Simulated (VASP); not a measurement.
Set up this calculation in VASP 6.6.1, as the native input.

```
Task                   : single point
Functional             : PBE
Potentials or basis    : VASP PAW PBE potentials, release 64 (H, Rh_pv)
Cutoff                 : 520 eV
k mesh                 : 9 × 9 × 9
Occupations            : fermi-dirac, width 0.05 eV
Spin                   : no spin polarisation
Dipole correction      : no
Further INCAR settings : ALGO = Normal; EDIFF = 1e-06; NBANDS = 22
```

The structure of HRh2 lies in POSCAR:

```
HRh2
1.0
    0.0000000000      2.6102937564      2.6102937564
    2.6102937564      0.0000000000      2.6102937564
    2.6102937564      2.6102937564      0.0000000000
H Rh
1 2
Direct
    0.0000000000      0.0000000000      0.0000000000
    0.2500000000      0.2500000000      0.2500000000
    0.7500000000      0.7500000000      0.7500000000
```

These files were run (other wordings do the same):

INCAR

```
SYSTEM = HRh2
ALGO     = Normal         ! electronic algorithm
EDIFF    = 1E-6           ! SCF threshold, eV
ENCUT    = 520            ! plane-wave cutoff, eV
GGA      = PE             ! functional
ISIF     = 2              ! what is computed and relaxed
ISMEAR   = -1             ! smearing method
LASPH    = .True.         ! aspherical terms in the spheres
LCHARG   = .False.        ! write CHGCAR
LREAL    = .False.        ! projectors in reciprocal space
LWAVE    = .False.        ! write WAVECAR
NBANDS   = 22             ! bands
NELM     = 100            ! most SCF steps
PREC     = Accurate       ! precision mode
SIGMA    = 0.05           ! smearing width, eV
```

KPOINTS

```
k-points
0
Gamma
  9 9 9
  0 0 0
```

Potentials or basis: VASP PAW PBE potentials, release 64 (H, Rh_pv).

Command:

```sh
$ cat potpaw_PBE.64/H/POTCAR potpaw_PBE.64/Rh_pv/POTCAR > POTCAR
$ mpirun -np 1 vasp_std > vasp.out
```

Results of the run:

The pressure is -6.7 GPa and the band gap on the k mesh is zero (an odd number of electrons rules out a gap without spin polarisation).

Caveat: the cell stands under tension.

Run time: 23 s on 1 thread of Intel(R) Xeon(R) Platinum 8259CL CPU @ 2.50GHz (Skylake/Cascade Lake) (shared host), peak memory 0.17 GiB.
